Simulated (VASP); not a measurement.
# CdS (nc) (F-43m) in VASP: notebook

Runs on CdS (nc). Level: PBE. Tasks: single point, relaxation of cell and atoms.

Program: VASP 6.6.1. These are calculated values, not measurements. Logs are shortened: lines on timing, memory, paths and dates and some standing lists are left out, and cuts for length are marked.

### 1 The cell of the first run

Symmetry: F-43m, No. 216, cubic system. Conventional cell: a = 5.927 Å, b = 5.927 Å, c = 5.927 Å, α = 90.00°, β = 90.00°, γ = 90.00°. Cd (site symmetry -43m) has 4 S at 2.57 Å within 3.4 Å. Within 3.4 Å of S (site symmetry -43m) lie 4 Cd at 2.57 Å.

### 2 Single point, PBE

INCAR

```
PREC     = Accurate       # precision mode
ENCUT    = 500            # plane-wave cutoff, eV
EDIFF    = 1E-6           # SCF threshold, eV
ISMEAR   = 0              # smearing method
SIGMA    = 0.02           # smearing width, eV
LREAL    = F              # projectors in reciprocal space
LASPH    = T              # aspherical terms in the spheres
NELM     = 120            # most SCF steps
ALGO     = Normal         # electronic algorithm
ISIF     = 2              # what is computed and relaxed
LWAVE    = F              # write WAVECAR
LCHARG   = T              # write CHGCAR
GGA      = PE             # functional
LELF     = T              # ELF
LVHAR    = T            
NBANDS   = 16             # bands
GGA_COMPAT= F
```

KPOINTS

```
regular mesh
0
Gamma
  8 8 8
```

POSCAR

```
CdS
1.0
    0.0000000000      2.9633237189      2.9633237189
    2.9633237189      0.0000000000      2.9633237189
    2.9633237189      2.9633237189      0.0000000000
Cd S
1 1
Direct
    0.0000000000      0.0000000000      0.0000000000
    0.2500000000      0.2500000000      0.2500000000
```

Potentials or basis: VASP PAW PBE potentials, release 64 (Cd, S).

On the command line:

```bash
cat potpaw_PBE.64/Cd/POTCAR potpaw_PBE.64/S/POTCAR > POTCAR
mpirun -np 1 vasp_std > vasp.out
```

OUTCAR:

```text
PREC = Accurate
   ENCUT = 500
   EDIFF = 1E-6
   ISMEAR = 0
   LREAL = F
   LASPH = T
   NELM = 120
   ISIF = 2
   GGA = PE

 ion  position               nearest neighbor table
   1  0.000  0.000  0.000-   2 2.57   2 2.57   2 2.57   2 2.57
   2  0.250  0.250  0.250-   1 2.57   1 2.57   1 2.57   1 2.57

  LATTYP: Found a face centered cubic cell.
 ALAT       =     5.9266474378

  Lattice vectors:

 A1 = (   0.0000000000,   2.9633237189,   2.9633237189)
 A2 = (   2.9633237189,   0.0000000000,   2.9633237189)
 A3 = (   2.9633237189,   2.9633237189,   0.0000000000)

Analysis of symmetry for initial positions (statically):
=====================================================================
 Subroutine PRICEL returns:
 Original cell was already a primitive cell.

 Routine SETGRP: Setting up the symmetry group for a
 face centered cubic supercell.

 Subroutine GETGRP returns: Found 24 space group operations
 (whereof 24 operations were pure point group operations)
 out of a pool of 48 trial point group operations.

The static configuration has the point symmetry T_d .

Analysis of symmetry for dynamics (positions and initial velocities):
=====================================================================
 Subroutine PRICEL returns:
 Original cell was already a primitive cell.

 Routine SETGRP: Setting up the symmetry group for a
 face centered cubic supercell.

 Subroutine GETGRP returns: Found 24 space group operations
 (whereof 24 operations were pure point group operations)
 out of a pool of 48 trial point group operations.

The dynamic configuration has the point symmetry T_d .

 Subroutine INISYM returns: Found 24 space group operations
 (whereof 24 operations are pure point group operations),
 and found     1 'primitive' translations

----------------------------------------------------------------------------------------

                                     Primitive cell

  volume of cell :      52.0436

  direct lattice vectors                    reciprocal lattice vectors
     0.000000000  2.963323719  2.963323719    -0.168729456  0.168729456  0.168729456
     2.963323719  0.000000000  2.963323719     0.168729456 -0.168729456  0.168729456
     2.963323719  2.963323719  0.000000000     0.168729456  0.168729456 -0.168729456

  length of vectors
     4.190772593  4.190772593  4.190772593     0.292247991  0.292247991  0.292247991

  position of ions in fractional coordinates (direct lattice)
     0.000000000  0.000000000  0.000000000
     0.250000000  0.250000000  0.250000000

  ion indices of the primitive-cell ions
   primitive index   ion index
                 1           1
                 2           2

----------------------------------------------------------------------------------------

 KPOINTS: regular mesh

Automatic generation of k-mesh.
 Grid dimensions read from file:
 generate k-points for:    8    8    8

 Generating k-lattice:

  Cartesian coordinates                     Fractional coordinates (reciprocal lattice)
    -0.021091182  0.021091182  0.021091182     0.125000000  0.000000000  0.000000000
     0.021091182 -0.021091182  0.021091182     0.000000000  0.125000000  0.000000000
     0.021091182  0.021091182 -0.021091182     0.000000000  0.000000000  0.125000000

  Length of vectors
     0.036530999  0.036530999  0.036530999

  Shift w.r.t. Gamma in fractional coordinates (k-lattice)
     0.000000000  0.000000000  0.000000000

 Subroutine IBZKPT returns following result:
 ===========================================

 Found     29 irreducible k-points:

 Following reciprocal coordinates:
            Coordinates               Weight
  0.000000  0.000000  0.000000      1.000000
  0.125000  0.000000  0.000000      8.000000
  0.250000  0.000000  0.000000      8.000000
  0.375000  0.000000  0.000000      8.000000
  0.500000  0.000000  0.000000      4.000000
  0.125000  0.125000  0.000000      6.000000
[... 16 lines left out ...]
  0.500000  0.250000  0.125000     48.000000
 -0.375000  0.250000  0.125000     24.000000
 [... further k-points ...]
   k-points           NKPTS =     29   k-points in BZ     NKDIM =     29   number of bands    NBANDS=     16
   number of dos      NEDOS =    301   number of ions     NIONS =      2
   total plane-waves  NPLWV =  32768
   dimension x,y,z NGX =    32 NGY =   32 NGZ =   32
   dimension x,y,z NGXF=    64 NGYF=   64 NGZF=   64
   ions per type =               1   1
   NGX,Y,Z   is equivalent  to a cutoff of  12.69, 12.69, 12.69 a.u.
   NGXF,Y,Z  is equivalent  to a cutoff of  25.39, 25.39, 25.39 a.u.
 SYSTEM =  unknown system
   PREC   = accura    normal or accurate (medium, high low for compatibility)
   ISTART =      0    job   : 0-new  1-cont  2-samecut
   ICHARG =      2    charge: 1-file 2-atom 10-const
   ISPIN  =      1    spin polarized calculation?
   LNONCOLLINEAR =      F non collinear calculations
   LSORBIT =      F    spin-orbit coupling
   LASPH  =      T    aspherical Exc in radial PAW
   ENCUT  =  500.0 eV  36.75 Ry    6.06 a.u.   7.64  7.64  7.64*2*pi/ulx,y,z
   NELM   =    120;   NELMIN=  2; NELMDL= -5     # of ELM steps
   EDIFF  = 0.1E-05   stopping-criterion for ELM
   LREAL  =      F    real-space projection
   EDIFFG = 0.1E-04   stopping-criterion for IOM
   NSW    =      0    number of steps for IOM
   IBRION =     -1    ionic relax: 0-MD 1-quasi-New 2-CG
   NFREE  =      0    steps in history (QN), initial steepest desc. (CG)
   ISIF   =      2    stress and relaxation
   ISYM   =      2    0-nonsym 1-usesym 2-fastsym
   POTIM  = 0.5000    time-step for ionic-motion
   TEBEG  =    0.0;   TEEND  =   0.0 temperature during run
   PSTRESS=    0.0 pullay stress
   NELECT =      18.0000    total number of electrons
   NUPDOWN=      -1.0000    fix difference up-down
   EMIN   =  10.00;   EMAX   =-10.00  energy-range for DOS
   EFERMI =   0.00;   METHOD = LEGACY
   ISMEAR =     0;   SIGMA  =   0.02  broadening in eV -4-tet -1-fermi 0-gaus
   EFERMI_NEDOS =   21; number of points for ismear=-14 and -15
   IALGO  =     38    algorithm
   IMIX   =      4    mixing-type and parameters
     AMIX     =   0.40;   BMIX     =  1.00
     AMIX_MAG =   1.60;   BMIX_MAG =  1.00
  volume/ion in A,a.u.               =      26.02       175.60
  Fermi-wavevector in a.u.,A,eV,Ry     =   1.149150  2.171578 17.967103  1.320545
  Thomas-Fermi vector in A             =   2.285821
   LORBIT       =      0    0 simple, 1 ext, 2 COOP (PROOUT), +10 PAW based schemes
   GGA     = PE    functional components
   LHFCALC =     F    Hartree Fock is set to
   AEXX    =    0.0000 exact exchange contribution
   IVDW    =     0    specifies the selected vdW correction
   LEPSILON=     F    determine dielectric tensor
   LRPA    =     F    only Hartree local field effects (RPA)
 non-spin polarized calculation
 Gauss-broadening in eV      SIGMA  =   0.02
  energy-cutoff  :      500.00
  volume of cell :       52.04
 maximum number of plane-waves:      1363
   NGX = 15   NGY = 15   NGZ = 15

 number of electron      18.0000001 magnetization

 Free energy of the ion-electron system (eV)
  ---------------------------------------------------
  ext. energy  EPLUGINS =         0.00000000
  ---------------------------------------------------
  free energy    TOTEN  =        -6.14711321 eV

  energy without entropy =       -6.14711321  energy(sigma->0) =       -6.14711321

 E-fermi :   1.0609     XC(G=0):  -8.9278

 val. band max:        0.9173120685   @ k =   0.0000   0.0000   0.0000
 cond. band min:       1.9607554307   @ k =   0.0000   0.0000   0.0000
 fundamental gap:      1.0434433622
 Fermi energy:         1.0608902168

 k-point     1 :       0.0000    0.0000    0.0000
  band No.  band energies     occupation
      1     -11.1710      2.00000
      2      -6.6509      2.00000
      3      -6.6509      2.00000
      4      -6.6509      2.00000
      5      -6.2336      2.00000
      6      -6.2336      2.00000
[... 8 lines left out ...]
     15      12.3229      0.00000
     16      12.3229      0.00000

 k-point     2 :       0.1250    0.0000    0.0000
  band No.  band energies     occupation
      1     -11.1152      2.00000
      2      -6.6311      2.00000
      3      -6.6311      2.00000
      4      -6.5992      2.00000
      5      -6.2344      2.00000
      6      -6.2344      2.00000
[... 8 lines left out ...]
     15      11.7444      0.00000
     16      12.7130      0.00000

 k-point     3 :       0.2500    0.0000    0.0000
  band No.  band energies     occupation
      1     -10.9799      2.00000
      2      -6.5882      2.00000
      3      -6.5882      2.00000
      4      -6.4198      2.00000
      5      -6.2296      2.00000
      6      -6.2296      2.00000
[... 8 lines left out ...]
     15      11.5119      0.00000
     16      12.1300      0.00000

 k-point     4 :       0.3750    0.0000    0.0000
  band No.  band energies     occupation
      1     -10.8447      2.00000
      2      -6.5552      2.00000
      3      -6.5552      2.00000
      4      -6.2123      2.00000
      5      -6.2123      2.00000
      6      -6.1066      2.00000
[... 8 lines left out ...]
     15      12.3300      0.00000
     16      12.3300      0.00000
[... 324 lines left out ...]
 k-point    22 :       0.3750    0.2500    0.1250
  band No.  band energies     occupation
      1     -10.8806      2.00000
      2      -6.5413      2.00000
      3      -6.5190      2.00000
      4      -6.3633      2.00000
      5      -6.2235      2.00000
      6      -6.1772      2.00000
[... 8 lines left out ...]
     15      12.8223      0.00000
     16      14.6139      0.00000

 k-point    23 :       0.5000    0.2500    0.1250
  band No.  band energies     occupation
      1     -10.7743      2.00000
      2      -6.5101      2.00000
      3      -6.4878      2.00000
      4      -6.2865      2.00000
      5      -6.2039      2.00000
      6      -5.9625      2.00000
[... 8 lines left out ...]
     15      13.5290      0.00000
     16      13.8894      0.00000

 k-point    24 :      -0.3750    0.2500    0.1250
  band No.  band energies     occupation
      1     -10.7308      2.00000
      2      -6.5057      2.00000
      3      -6.4733      2.00000
      4      -6.2541      2.00000
      5      -6.2098      2.00000
      6      -5.7938      2.00000
[... 8 lines left out ...]
     15      13.0874      0.00000
     16      13.9303      0.00000

 [... further k-points ...]

------------------------ aborting loop because EDIFF is reached ----------------------------------------

  FORCE on cell =-STRESS in cart. coord.  units (eV):
  Direction    XX          YY          ZZ          XY          YZ          ZX
  --------------------------------------------------------------------------------------
  -------------------------------------------------------------------------------------
  Total        0.0921288      0.0921288      0.0921288     -0.0000000      0.0000000     -0.0000000
  in kB        2.8362117      2.8362117      2.8362117     -0.0000000      0.0000000     -0.0000000
  external PRESSURE =       2.8362117 kB  Pullay stress =       0.0000000 kB

 VOLUME and BASIS-vectors are now :
 -----------------------------------------------------------------------------
  energy-cutoff  :      500.00
  volume of cell :       52.04
      direct lattice vectors                 reciprocal lattice vectors
     0.000000000  2.963323719  2.963323719    -0.168729456  0.168729456  0.168729456
     2.963323719  0.000000000  2.963323719     0.168729456 -0.168729456  0.168729456
     2.963323719  2.963323719  0.000000000     0.168729456  0.168729456 -0.168729456

 POSITION                                       TOTAL-FORCE (eV/Angst)
 -----------------------------------------------------------------------------------
      0.00000      0.00000      0.00000         0.000000      0.000000      0.000000
      1.48166      1.48166      1.48166        -0.000000     -0.000000     -0.000000
 -----------------------------------------------------------------------------------
    total drift:                               -0.000000     -0.000000      0.000000

  FREE ENERGIE OF THE ION-ELECTRON SYSTEM (eV)
  ---------------------------------------------------
  free  energy   TOTEN  =        -6.1471132143 eV

  energy  without entropy=       -6.1471132143  energy(sigma->0) =       -6.14711321
```

Run time: 13 s. Hardware: 1 thread of Intel Xeon Platinum 8488C (Sapphire Rapids), shared host; peak memory 0.18 GiB.

What came out:

```
Free energy            : -6.1471 eV
Pressure               : 0.3 GPa
Band gap on the k mesh : 1.04 eV, direct
```

PBE gaps usually lie below the measured ones, often by a third to a half.

### 3 Relaxation of cell and atoms, PBE

This run uses another cell than the first one, of 24.81 Å³/atom, 0.953 times its volume.

INCAR

```
SYSTEM = CdS
PREC = Accurate
ENCUT = 500
EDIFF = 1E-7
ISMEAR = 0
SIGMA = 0.02
LREAL = .False.
LASPH = .True.
NELM = 120
ALGO = Normal
ISIF = 3
LWAVE = .False.
LCHARG = .False.
GGA = PE
IBRION = 2
NSW = 100
EDIFFG = -0.002
GGA_COMPAT = .False.
NELMIN = 4
```

KPOINTS

```
Automatic mesh
0
Gamma
  8 8 8
  0 0 0
```

POSCAR

```
CdS
1.0
    0.0000000000      2.9165000000      2.9165000000
    2.9165000000      0.0000000000      2.9165000000
    2.9165000000      2.9165000000      0.0000000000
Cd S
1 1
Direct
    0.0000000000      0.0000000000      0.0000000000
    0.2500000000      0.2500000000      0.2500000000
```

Potentials or basis: VASP PAW PBE potentials, release 64 (Cd, S).

On the command line:

```bash
cat potpaw_PBE.64/Cd/POTCAR potpaw_PBE.64/S/POTCAR > POTCAR
mpirun -np 1 vasp_std > vasp.out
```

Wall time 28 s (1 thread of Intel Xeon Platinum 8488C (Sapphire Rapids), shared host); peak memory 0.18 GiB.

Results (log left out):

- Free energy: -6.1467 eV
- Relaxed volume: 26.14 Å³/atom
- Relaxed cell: a = 4.197 Å, b = 4.197 Å, c = 4.197 Å, α = 60.00°, β = 60.00°, γ = 60.00°
- Space group after relaxing (to 0.05 Å): F-43m (No. 216)
- Energy gained by relaxing: 12.8 meV/atom
- Ionic steps: 3
- Pressure after relaxing: 0.0 GPa
- Band gap on the k mesh: 1.03 eV, direct

The path:
```csv
step,energy change (eV),largest force (eV/Å),pressure (GPa),volume (Å³)
1,0.0000,0.0000,3.20,49.62
2,-0.0226,0.0000,-0.95,53.26
3,-0.0255,0.0000,0.01,52.29
```

Final structure:
```cif
data_structure
_symmetry_space_group_name_H-M 'P 1'
_symmetry_Int_Tables_number 1
_cell_length_a 4.1974
_cell_length_b 4.1974
_cell_length_c 4.1974
_cell_angle_alpha 60.000
_cell_angle_beta 60.000
_cell_angle_gamma 60.000
_cell_volume 52.29
loop_
_atom_site_label
_atom_site_type_symbol
_atom_site_fract_x
_atom_site_fract_y
_atom_site_fract_z
_atom_site_occupancy
Cd1 Cd 0.00000 0.00000 0.00000 1
S1 S 0.25000 0.25000 0.25000 1
```

Levels at points of the mesh, in eV from the valence-band top:
```csv
k point,band 7,band 8,band 9,band 10,band 11,band 12
"(0.00, 0.00, 0.00)",0.00,0.00,0.00,1.03,6.55,6.55
"(0.50, 0.00, 0.00)",-4.09,-0.68,-0.68,2.93,7.00,7.00
"(0.50, 0.50, 0.00)",-3.73,-1.70,-1.70,3.64,4.27,9.02
```

As with any semilocal functional, this PBE gap is likely too small. PBE usually gives volumes a little too large and moduli too small.
